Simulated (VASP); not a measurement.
# HfC (P4/mmm) in VASP: density of states with PBE

Aim: the density of states of HfC with PBE.

Program: VASP 6.6.1. These are calculated values, not measurements. Logs are shortened: lines on timing, memory, paths and dates and some standing lists are left out, and cuts for length are marked.

### Step 1. The cell of the first run

The structure is tetragonal, space group P4/mmm (No. 123). The conventional cell has a = 3.146 Å, b = 3.146 Å, c = 3.918 Å, α = 90.00°, β = 90.00°, γ = 90.00°. Hf (site symmetry 4/mmm) has 4 C at 2.22 Å within 2.9 Å. C (site symmetry 4/mmm) has 4 Hf at 2.22 Å within 2.9 Å.

### Step 2. Density of states, PBE

The input, POSCAR:

```
HfC
1.0
    3.1464231027      0.0000000000      0.0000000000
    0.0000000000      3.1464231027      0.0000000000
    0.0000000000      0.0000000000      3.9180646725
Hf C
1 1
Direct
    0.0000000000      0.0000000000      0.0000000000
    0.5000000000      0.5000000000      0.0000000000
```

The input, INCAR.step1:

```
SYSTEM = HfC
  PREC = Accurate
  ENCUT = 520
  EDIFF = 1E-6
  ISMEAR = 0
  SIGMA = 0.1
  LREAL = .False.
  LASPH = .True.
  NELM = 100
  ALGO = Normal
  ISIF = 2
  LWAVE = .False.
  LCHARG = .True.
  LMAXMIX = 4
  GGA = PE
  NBANDS = 14
```

The input, KPOINTS.step1:

```
Automatic mesh
0
Gamma
  18 18 14
  0 0 0
```

The input, INCAR.step2:

```
SYSTEM = HfC
  PREC = Accurate
  ENCUT = 520
  EDIFF = 1E-6
  ISMEAR = -5
  SIGMA = 0.1
  LREAL = .False.
  LASPH = .True.
  NELM = 100
  ALGO = Normal
  ISIF = 2
  LWAVE = .False.
  LCHARG = .False.
  LMAXMIX = 4
  GGA = PE
  LORBIT = 11
  NEDOS = 2001
  ICHARG = 11
```

The input, KPOINTS.step2:

```
Automatic mesh
0
Gamma
  27 27 21
  0 0 0
```

Potentials or basis: VASP PAW PBE potentials, release 64 (Hf_pv, C).

The run is started by

```
$ cat potpaw_PBE.64/Hf_pv/POTCAR potpaw_PBE.64/C/POTCAR > POTCAR
$ cp INCAR.step1 INCAR
$ cp KPOINTS.step1 KPOINTS
$ mpirun -np 1 vasp_std > vasp.out
$ cp INCAR.step2 INCAR
$ cp KPOINTS.step2 KPOINTS
$ mpirun -np 1 vasp_std > vasp.out
```

OUTCAR:

```text
SYSTEM = HfC
   PREC = Accurate
   ENCUT = 520
   EDIFF = 1E-6
   ISMEAR = -5
   LREAL = .False.
   LASPH = .True.
   NELM = 100
   ISIF = 2
   GGA = PE
   LORBIT = 11
   ICHARG = 11

 ion  position               nearest neighbor table
   1  0.000  0.000  0.000-   2 2.22   2 2.22   2 2.22   2 2.22
   2  0.500  0.500  0.000-   1 2.22   1 2.22   1 2.22   1 2.22

  LATTYP: Found a simple tetragonal cell.
 ALAT       =     3.1464231027
 C/A-ratio  =     1.2452440580

  Lattice vectors:

 A1 = (   3.1464231027,   0.0000000000,   0.0000000000)
 A2 = (   0.0000000000,   3.1464231027,   0.0000000000)
 A3 = (   0.0000000000,   0.0000000000,   3.9180646725)

Analysis of symmetry for initial positions (statically):
=====================================================================
 Subroutine PRICEL returns:
 Original cell was already a primitive cell.

 Routine SETGRP: Setting up the symmetry group for a
 simple tetragonal supercell.

 Subroutine GETGRP returns: Found 16 space group operations
 (whereof 16 operations were pure point group operations)
 out of a pool of 16 trial point group operations.

The static configuration has the point symmetry D_4h.

Analysis of symmetry for dynamics (positions and initial velocities):
=====================================================================
 Subroutine PRICEL returns:
 Original cell was already a primitive cell.

 Routine SETGRP: Setting up the symmetry group for a
 simple tetragonal supercell.

 Subroutine GETGRP returns: Found 16 space group operations
 (whereof 16 operations were pure point group operations)
 out of a pool of 16 trial point group operations.

The dynamic configuration has the point symmetry D_4h.

 Subroutine INISYM returns: Found 16 space group operations
 (whereof 16 operations are pure point group operations),
 and found     1 'primitive' translations

----------------------------------------------------------------------------------------

                                     Primitive cell

  volume of cell :      38.7888

  direct lattice vectors                    reciprocal lattice vectors
     3.146423103  0.000000000  0.000000000     0.317821211  0.000000000  0.000000000
     0.000000000  3.146423103  0.000000000     0.000000000  0.317821211  0.000000000
     0.000000000  0.000000000  3.918064672     0.000000000  0.000000000  0.255228048

  length of vectors
     3.146423103  3.146423103  3.918064672     0.317821211  0.317821211  0.255228048

  position of ions in fractional coordinates (direct lattice)
[... 98 lines left out ...]
   IALGO  =     38    algorithm
   IMIX   =      4    mixing-type and parameters
     AMIX     =   0.40;   BMIX     =  1.00
     AMIX_MAG =   1.60;   BMIX_MAG =  1.00
  volume/ion in A,a.u.               =      19.39       130.88
  Fermi-wavevector in a.u.,A,eV,Ry     =   1.165598  2.202661 18.485138  1.358619
  Thomas-Fermi vector in A             =   2.302122
   LORBIT       =     11    0 simple, 1 ext, 2 COOP (PROOUT), +10 PAW based schemes
   GGA     = PE    functional components
   LHFCALC =     F    Hartree Fock is set to
   AEXX    =    0.0000 exact exchange contribution
   IVDW    =     0    specifies the selected vdW correction
   LEPSILON=     F    determine dielectric tensor
   LRPA    =     F    only Hartree local field effects (RPA)
 non-spin polarized calculation
 Fermi weights with tetrahedron method with Bloechl corrections
  energy-cutoff  :      520.00
  volume of cell :       38.79
 maximum number of plane-waves:      1068
 NGX is ok and might be reduce to    24

 number of electron      13.9999998 magnetization

 Free energy of the ion-electron system (eV)
  ---------------------------------------------------
  ext. energy  EPLUGINS =         0.00000000
  ---------------------------------------------------
  free energy    TOTEN  =       -18.34386752 eV

  energy without entropy =      -18.34386752  energy(sigma->0) =      -18.34386752

 E-fermi :   2.4597     XC(G=0):  -9.7932

 val. band max:        2.4984514833   @ k =   0.1481   0.0370   0.1429
 cond. band min:       2.4395161115   @ k =   0.1111   0.0741   0.0476
 fundamental gap:     -0.0589353718
 Fermi energy:         2.4596806225

 k-point     1 :       0.0000    0.0000    0.0000
  band No.  band energies     occupation
      1     -27.9789      2.00000
      2     -27.1037      2.00000
      3     -27.1037      2.00000
      4      -8.1569      2.00000
      5       0.9882      2.00000
      6       2.1927      2.00000
      7       2.5232      0.00000
      8       3.9779      0.00000
      9       3.9779      0.00000
     10       6.9085      0.00000
     11       6.9089      0.00000
[... 309 lines left out ...]
 k-point    24 :       0.3704    0.0370    0.0000
  band No.  band energies     occupation
      1     -27.9382      2.00000
      2     -27.5551      2.00000
      3     -27.0506      2.00000
      4      -6.0070      2.00000
      5      -1.3953      2.00000
      6       0.6042      2.00000
      7       1.2113      2.00000
      8       2.1807      2.00000
      9       7.2025      0.00000
     10       7.3192      0.00000
     11       8.7294      0.00000

 [... further k-points ...]

------------------------ aborting loop because EDIFF is reached ----------------------------------------

  FORCE on cell =-STRESS in cart. coord.  units (eV):
  Direction    XX          YY          ZZ          XY          YZ          ZX
  --------------------------------------------------------------------------------------
  -------------------------------------------------------------------------------------
  Total       -0.0823509     -0.0823509      0.1374264      0.0000000     -0.0000000     -0.0000000
  in kB       -3.4015208     -3.4015208      5.6764270      0.0000000     -0.0000000     -0.0000000
  external PRESSURE =      -0.3755382 kB  Pullay stress =       0.0000000 kB

 VOLUME and BASIS-vectors are now :
 -----------------------------------------------------------------------------
  energy-cutoff  :      520.00
  volume of cell :       38.79
      direct lattice vectors                 reciprocal lattice vectors
     3.146423103  0.000000000  0.000000000     0.317821211  0.000000000  0.000000000
     0.000000000  3.146423103  0.000000000     0.000000000  0.317821211  0.000000000
     0.000000000  0.000000000  3.918064672     0.000000000  0.000000000  0.255228048

 POSITION                                       TOTAL-FORCE (eV/Angst)
 -----------------------------------------------------------------------------------
      0.00000      0.00000      0.00000         0.000000      0.000000      0.000000
      1.57321      1.57321      0.00000         0.000000      0.000000      0.000000
 -----------------------------------------------------------------------------------
    total drift:                                0.000000     -0.000000     -0.000000

  FREE ENERGIE OF THE ION-ELECTRON SYSTEM (eV)
  ---------------------------------------------------
  free  energy   TOTEN  =       -18.3438675233 eV

  energy  without entropy=      -18.3438675233  energy(sigma->0) =      -18.34386752

 total charge

# of ion       s       p       d       tot
------------------------------------------
    1        0.331   6.598   1.584   8.513
    2        0.909   1.448   0.000   2.357
--------------------------------------------------
tot          1.240   8.046   1.584  10.871
```

Run time: 3.1 min. Hardware: 1 thread of Intel Xeon Platinum 8488C (Sapphire Rapids), shared host; peak memory 0.65 GiB.

What came out:

```yaml
Valence_electrons_inside_the_program's_atomic_spheres: Hf 8.51; C 2.36
```

Caveat: spin-orbit coupling is left out, which moves the levels of the heavy elements; tetrahedron occupations give inexact forces and stress in metals.
